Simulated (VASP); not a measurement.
# Rh (P6/mmm) in VASP: further runs, part 2 of 2

VASP 6.6.1. The steps go on from the part before.

## Step 4: Single point, PBE

This run uses another cell than the first one, of 14.47 Å³/atom.

Input file INCAR:

```
PREC = Accurate
ENCUT = 520
EDIFF = 1E-7
ISMEAR = -1
SIGMA = 0.1
LREAL = F
LASPH = T
NELM = 80
ALGO = Normal
ISIF = 2
LWAVE = F
LCHARG = F
GGA = PE
NBANDS = 30
```

Input file KPOINTS:

```
Automatic mesh
0
Gamma
  11 11 16
```

Input file POSCAR:

```
Rh
1.0
    4.3387372558      0.0000000000      0.0000000000
   -2.1693686279      3.7574566838      0.0000000000
    0.0000000000      0.0000000000      2.6625629763
Rh
3
Direct
    1.0000000000      1.0000000000      0.0000000000
    0.3333333333      0.6666666667      0.5000000000
    0.6666666667      0.3333333333      0.5000000000
```

Potentials or basis: VASP PAW PBE potentials, release 64 (Rh_pv).

Run with:

```sh
cat potpaw_PBE.64/Rh_pv/POTCAR > POTCAR
mpirun -np 1 vasp_std > vasp.out
```

OUTCAR:

```text
PREC = Accurate
   ENCUT = 520
   EDIFF = 1E-7
   ISMEAR = -1
   LREAL = F
   LASPH = T
   NELM = 80
   ISIF = 2
   GGA = PE

 ion  position               nearest neighbor table
   1  0.000  0.000  0.000-   2 2.84   3 2.84   2 2.84   3 2.84   2 2.84   2 2.84   3 2.84   3 2.84
                             3 2.84   3 2.84   2 2.84   2 2.84
   2  0.333  0.667  0.500-   3 2.50   3 2.50   3 2.50   1 2.84   1 2.84   1 2.84   1 2.84   1 2.84
                             1 2.84
   3  0.667  0.333  0.500-   2 2.50   2 2.50   2 2.50   1 2.84   1 2.84   1 2.84   1 2.84   1 2.84
                             1 2.84

  LATTYP: Found a hexagonal cell.
[... 981 lines left out ...]
     30      23.7270      0.00000

 [... further k-points ...]
[... 5 lines left out ...]
  --------------------------------------------------------------------------------------
  -------------------------------------------------------------------------------------
  Total        0.0746251      0.0746251     -0.1530275     -0.0000000      0.0000000      0.0000000
  in kB        2.7544716      2.7544716     -5.6483644     -0.0000000      0.0000000      0.0000000
  external PRESSURE =      -0.0464738 kB  Pullay stress =       0.0000000 kB

 VOLUME and BASIS-vectors are now :
 -----------------------------------------------------------------------------
  energy-cutoff  :      520.00
  volume of cell :       43.41
      direct lattice vectors                 reciprocal lattice vectors
     4.338737256  0.000000000  0.000000000     0.230481806  0.133068733  0.000000000
    -2.169368628  3.757456684  0.000000000     0.000000000  0.266137466  0.000000000
     0.000000000  0.000000000  2.662562976     0.000000000  0.000000000  0.375577971

 POSITION                                       TOTAL-FORCE (eV/Angst)
 -----------------------------------------------------------------------------------
      0.00000      0.00000      0.00000         0.000000      0.000000      0.000000
     -0.00000      2.50497      1.33128         0.000000      0.000000     -0.000000
      2.16937      1.25249      1.33128        -0.000000      0.000000      0.000000
 -----------------------------------------------------------------------------------
    total drift:                               -0.000000      0.000000      0.000000

  FREE ENERGIE OF THE ION-ELECTRON SYSTEM (eV)
  ---------------------------------------------------
  free  energy   TOTEN  =       -21.1987858152 eV

  energy  without entropy=      -21.0064478640  energy(sigma->0) =      -21.10261684
```

OSZICAR:

```text
N       E                     dE             d eps       ncg     rms          rms(c)
DAV:   1     0.545212954171E+03    0.54521E+03   -0.27330E+04  8728   0.169E+03
DAV:   2    -0.752808075659E+01   -0.55274E+03   -0.53668E+03  9072   0.532E+02
DAV:   3    -0.224266090900E+02   -0.14899E+02   -0.14637E+02  9648   0.973E+01
DAV:   4    -0.225513376204E+02   -0.12473E+00   -0.12469E+00  9622   0.907E+00
DAV:   5    -0.225535206693E+02   -0.21830E-02   -0.21830E-02  9690   0.123E+00    0.161E+01
DAV:   6    -0.212777424755E+02    0.12758E+01   -0.40338E+00  9330   0.172E+01    0.619E+00
DAV:   7    -0.218484339085E+02   -0.57069E+00   -0.34013E+00  9402   0.174E+01    0.946E+00
DAV:   8    -0.212049179205E+02    0.64352E+00   -0.26791E+00  9402   0.944E+00    0.241E+00
DAV:   9    -0.211986941518E+02    0.62238E-02   -0.22334E-02  9270   0.137E+00    0.188E-01
DAV:  10    -0.211987844503E+02   -0.90299E-04   -0.38783E-04 10214   0.185E-01    0.595E-02
DAV:  11    -0.211987876772E+02   -0.32269E-05   -0.28852E-05  9420   0.443E-02    0.112E-02
DAV:  12    -0.211987869783E+02    0.69896E-06   -0.10334E-06  9686   0.899E-03    0.415E-03
DAV:  13    -0.211987860355E+02    0.94273E-06   -0.18752E-07  6082   0.320E-03    0.746E-04
DAV:  14    -0.211987858547E+02    0.18080E-06   -0.29680E-08  4980   0.137E-03    0.164E-04
DAV:  15    -0.211987858152E+02    0.39488E-07   -0.47005E-09  4866   0.550E-04
   1 F= -.21198786E+02 E0= -.21102617E+02  d E =-.192338E+00
```

stdout:

```text
POSCAR found type information on POSCAR Rh
 POSCAR found :  1 types and       3 ions
 scaLAPACK will be used
 LDA part: xc-table for (Slater+PW92), standard interpolation
 POSCAR, INCAR and KPOINTS ok, starting setup
 FFT: planning ... GRIDC
 FFT: planning ... GRID_SOFT
 FFT: planning ... GRID
 WAVECAR not read
 entering main loop
```

Run time: 1.8 min. Hardware: 1 thread of AMD EPYC 9R45 (Zen 5), shared host; peak memory 0.21 GiB.

What came out:

```
Free energy            : -21.1988 eV
Pressure               : 0.0 GPa
Band gap on the k mesh : zero (an odd number of electrons rules out a gap without spin polarisation)
```

Stress tensor (GPa, compression positive):
```
 0.28  0.00  0.00
 0.00  0.28  0.00
 0.00  0.00 -0.56
```

Levels at points of the mesh, in eV from the Fermi level:
| k point | band 21 | band 22 | band 23 | band 24 | band 25 | band 26 |
| --- | --- | --- | --- | --- | --- | --- |
| (0.00, 0.00, 0.00) | -1.57 | -1.50 | -1.50 | 0.72 | 0.72 | 8.25 |
| (0.00, 0.00, 0.50) | -0.05 | 0.34 | 0.34 | 1.45 | 2.69 | 3.51 |

## Step 5: Single point, PBE (15.05 Å³/atom)

This run uses another cell than the first one, of 15.05 Å³/atom.

Input file INCAR:

```
SYSTEM = Rh
PREC     = Accurate       ! precision mode
ENCUT    = 520            ! plane-wave cutoff, eV
EDIFF    = 1E-7           ! SCF threshold, eV
ISMEAR   = -1             ! smearing method
SIGMA    = 0.1            ! smearing width, eV
LREAL    = .False.        ! projectors in reciprocal space
LASPH    = .True.         ! aspherical terms in the spheres
NELM     = 80             ! most SCF steps
ALGO     = Normal         ! electronic algorithm
ISIF     = 2              ! what is computed and relaxed
LWAVE    = .False.        ! write WAVECAR
LCHARG   = .False.        ! write CHGCAR
GGA      = PE             ! functional
NBANDS   = 30             ! bands
```

Input file KPOINTS:

```
regular mesh
0
Gamma
  11 11 16
  0 0 0
```

Input file POSCAR:

```
Rh
1.0
    4.3958324514      0.0000000000      0.0000000000
   -2.1979162257      3.8069025737      0.0000000000
    0.0000000000      0.0000000000      2.6976007177
Rh
3
Direct
    1.0000000000      1.0000000000      0.0000000000
    0.3333333333      0.6666666667      0.5000000000
    0.6666666667      0.3333333333      0.5000000000
```

Potentials or basis: VASP PAW PBE potentials, release 64 (Rh_pv).

Run with:

```sh
cat potpaw_PBE.64/Rh_pv/POTCAR > POTCAR
mpirun -np 1 vasp_std > vasp.out
```

OUTCAR:

```text
SYSTEM = Rh
   PREC = Accurate
   ENCUT = 520
   EDIFF = 1E-7
   ISMEAR = -1
   LREAL = .False.
   LASPH = .True.
   NELM = 80
   ISIF = 2
   GGA = PE

 ion  position               nearest neighbor table
   1  0.000  0.000  0.000-   2 2.87   3 2.87   2 2.87   3 2.87   3 2.87   3 2.87   2 2.87   2 2.87
                             3 2.87   3 2.87   2 2.87   2 2.87
   2  0.333  0.667  0.500-   3 2.54   3 2.54   3 2.54   1 2.87   1 2.87   1 2.87   1 2.87   1 2.87
                             1 2.87
   3  0.667  0.333  0.500-   2 2.54   2 2.54   2 2.54   1 2.87   1 2.87   1 2.87   1 2.87   1 2.87
                             1 2.87

  LATTYP: Found a hexagonal cell.
[... 990 lines left out ...]
  --------------------------------------------------------------------------------------
  -------------------------------------------------------------------------------------
  Total       -2.3628211     -2.3628211     -2.3896995      0.0000000      0.0000000      0.0000000
  in kB      -83.8592269    -83.8592269    -84.8131744      0.0000000      0.0000000      0.0000000
  external PRESSURE =     -84.1772094 kB  Pullay stress =       0.0000000 kB

 VOLUME and BASIS-vectors are now :
 -----------------------------------------------------------------------------
  energy-cutoff  :      520.00
  volume of cell :       45.14
      direct lattice vectors                 reciprocal lattice vectors
     4.395832451  0.000000000  0.000000000     0.227488197  0.131340372  0.000000000
    -2.197916226  3.806902574  0.000000000     0.000000000  0.262680744  0.000000000
     0.000000000  0.000000000  2.697600718     0.000000000  0.000000000  0.370699783

 POSITION                                       TOTAL-FORCE (eV/Angst)
 -----------------------------------------------------------------------------------
      0.00000      0.00000      0.00000         0.000000      0.000000     -0.000000
     -0.00000      2.53794      1.34880        -0.000000     -0.000000      0.000000
      2.19792      1.26897      1.34880         0.000000      0.000000     -0.000000
 -----------------------------------------------------------------------------------
    total drift:                                0.000000      0.000000     -0.000000

  FREE ENERGIE OF THE ION-ELECTRON SYSTEM (eV)
  ---------------------------------------------------
  free  energy   TOTEN  =       -21.1523029878 eV

  energy  without entropy=      -20.9472605820  energy(sigma->0) =      -21.04978178
```

stdout:

```text
POSCAR found type information on POSCAR Rh
 POSCAR found :  1 types and       3 ions
 scaLAPACK will be used
 LDA part: xc-table for (Slater+PW92), standard interpolation
 POSCAR, INCAR and KPOINTS ok, starting setup
 FFT: planning ... GRIDC
 FFT: planning ... GRID_SOFT
 FFT: planning ... GRID
 WAVECAR not read
 entering main loop
```

It took 2.2 min on 1 thread of AMD EPYC 9R45 (Zen 5), shared host; peak memory 0.23 GiB.

What came out:

```yaml
Free_energy: -21.1523 eV
Pressure: -8.4 GPa
Band_gap_on_the_k_mesh: zero (an odd number of electrons rules out a gap without spin polarisation)
```

Caveat: the cell stands under tension.

## Step 6: Single point, PBE, collinear spin, ferromagnetic start

This run uses another cell than the first one, of 14.44 Å³/atom.

Input file INCAR:

```
SYSTEM = Rh
  ALGO = Normal
  EDIFF = 1E-6
  ENCUT = 520
  GGA = PE
  ISIF = 2
  ISMEAR = -1
  ISPIN = 2
  LASPH = .TRUE.
  LCHARG = .FALSE.
  LMAXMIX = 4
  LORBIT = 11
  LREAL = .FALSE.
  LWAVE = .FALSE.
  MAGMOM = 1 1 1
  NBANDS = 34
  NELM = 150
  PREC = Accurate
  SIGMA = 0.05
```

Input file KPOINTS:

```
k-points
0
G
  11 11 16
  0 0 0
```

Input file POSCAR:

```
Rh
1.0
    4.3358173587      0.0000000000      0.0000000000
   -2.1679086794      3.7549279788      0.0000000000
    0.0000000000      0.0000000000      2.6611497462
Rh
3
Direct
    0.0000000000      0.0000000000      0.0000000000
    0.3333333333      0.6666666667      0.5000000000
    0.6666666667      0.3333333333      0.5000000000
```

Potentials or basis: VASP PAW PBE potentials, release 64 (Rh_pv).

Run with:

```sh
cat potpaw_PBE.64/Rh_pv/POTCAR > POTCAR
mpirun -np 1 vasp_std > vasp.out
```

Wall time 2.1 min (1 thread of Intel Xeon 6975P-C (Granite Rapids), shared host); peak memory 0.36 GiB.

Results (log left out):

* Free energy: -21.1253 eV
* Pressure: 0.0 GPa
* Net moment: 0.00 μB per cell
* Valence electrons inside the program's atomic spheres: Rh 13.67, 13.77 (each value once)

Stress tensor (GPa, compression positive):
```
 0.35  0.00  0.00
 0.00  0.35  0.00
 0.00  0.00 -0.70
```

Levels at points of the mesh, in eV from the Fermi level:
Spin up:
```csv
k point,band 19,band 20,band 21,band 22,band 23,band 24,band 25,band 26,band 27,band 28
"(0.00, 0.00, 0.00)",-2.36,-1.57,-1.57,-1.51,-1.51,0.73,0.73,8.27,8.27,8.28
"(0.00, 0.00, 0.50)",-2.20,-0.04,-0.04,0.34,0.34,1.46,2.69,3.51,9.56,10.31
```
Spin down:
| k point | band 19 | band 20 | band 21 | band 22 | band 23 | band 24 | band 25 | band 26 | band 27 | band 28 |
| --- | --- | --- | --- | --- | --- | --- | --- | --- | --- | --- |
| (0.00, 0.00, 0.00) | -2.36 | -1.57 | -1.57 | -1.51 | -1.51 | 0.73 | 0.73 | 8.27 | 8.27 | 8.28 |
| (0.00, 0.00, 0.50) | -2.20 | -0.04 | -0.04 | 0.34 | 0.34 | 1.46 | 2.69 | 3.51 | 9.56 | 10.31 |

## Step 7: Single point, PBE, collinear spin, ferromagnetic start (16.17 Å³/atom)

This run uses another cell than the first one, of 16.17 Å³/atom.

Input file INCAR:

```
SYSTEM = Rh
  PREC = Accurate
  ENCUT = 520
  EDIFF = 1E-7
  ISMEAR = -1
  SIGMA = 0.05
  LREAL = .FALSE.
  LASPH = .TRUE.
  NELM = 150
  ALGO = Normal
  ISIF = 2
  LWAVE = .FALSE.
  LCHARG = .FALSE.
  ISPIN = 2
  MAGMOM = 1 1 1
  LORBIT = 11
  LMAXMIX = 4
  GGA = PE
  NBANDS = 34
```

Input file KPOINTS:

```
Automatic mesh
0
G
  10 10 13
  0 0 0
```

Input file POSCAR:

```
Rh
1.0
    4.5027412123      0.0000000000      0.0000000000
   -2.2513706062      3.8994882765      0.0000000000
    0.0000000000      0.0000000000      2.7636008723
Rh
3
Direct
    0.0000000000      0.0000000000      0.0000000000
    0.3333333333      0.6666666667      0.5000000000
    0.6666666667      0.3333333333      0.5000000000
```

Run with:

```sh
cat potpaw_PBE.64/Rh_pv/POTCAR > POTCAR
mpirun -np 1 vasp_std > vasp.out
```

Wall time 9.3 min (1 thread of Intel Xeon 8259CL, shared host); peak memory 0.35 GiB.

It converged, with:

| Quantity | Value |
| --- | --- |
| Free energy | -20.7616 eV |
| Pressure | -19.9 GPa |
| Net moment | 0.92 μB per cell |
| Site moments | Rh +0.37, +0.28 (each value once) μB |
| Valence electrons inside the program's atomic spheres | Rh 13.52, 13.60 (each value once) |

Stress tensor (GPa, compression positive):
```
-20.27   0.00   0.00
  0.00 -20.27   0.00
  0.00   0.00 -19.17
```

Levels at points of the mesh, in eV from the Fermi level:
Spin up:
```tsv
k point	band 20	band 21	band 22	band 23	band 24	band 25	band 26	band 27
(0.00, 0.00, 0.00)	-1.45	-1.45	-1.37	-1.37	0.44	0.44	7.50	7.50
(0.50, 0.00, 0.00)	-1.22	-0.31	-0.10	-0.06	-0.06	0.29	0.52	1.28
```
Spin down:
```csv
k point,band 20,band 21,band 22,band 23,band 24,band 25
"(0.00, 0.00, 0.00)",-1.17,-1.17,-1.11,-1.11,0.73,0.73
"(0.50, 0.00, 0.00)",-0.96,-0.07,0.18,0.22,0.24,0.44
```

Caveat: the cell stands under tension.

## Step 8: The runs side by side

```tsv
spin	cell	k mesh	smearing	gap on the mesh (eV)	pressure (GPa)	moment (μB)
off	a = 4.220, b = 4.220, c = 2.590 Å, angles 90.0, 90.0, 120.0°, 3 atoms	11 × 11 × 16	fermi-dirac 0.1 eV	none	24.5	-
off	a = 4.280, b = 4.280, c = 2.627 Å, angles 90.0, 90.0, 120.0°, 3 atoms	11 × 11 × 16	fermi-dirac 0.1 eV	none	10.7	-
off	a = 4.339, b = 4.339, c = 2.663 Å, angles 90.0, 90.0, 120.0°, 3 atoms	11 × 11 × 16	fermi-dirac 0.1 eV	none	0.0	-
off	a = 4.396, b = 4.396, c = 2.698 Å, angles 90.0, 90.0, 120.0°, 3 atoms	11 × 11 × 16	fermi-dirac 0.1 eV	none	-8.4	-
collinear, ferromagnetic start	a = 4.336, b = 4.336, c = 2.661 Å, angles 90.0, 90.0, 120.0°, 3 atoms	11 × 11 × 16	fermi-dirac 0.05 eV	none	0.0	0.00
collinear, ferromagnetic start	a = 4.503, b = 4.503, c = 2.764 Å, angles 90.0, 90.0, 120.0°, 3 atoms	10 × 10 × 13	fermi-dirac 0.05 eV	none	-19.9	0.92
```

Alike in all rows: task single point; level PBE; potentials or basis VASP PAW PBE potentials, release 64 (Rh_pv); cutoff (eV) 520.

Caveats: the cell stands under pressure (at least some runs); the cell stands under tension (at least some runs).

Absolute energies hang on the potentials; compare differences alone.
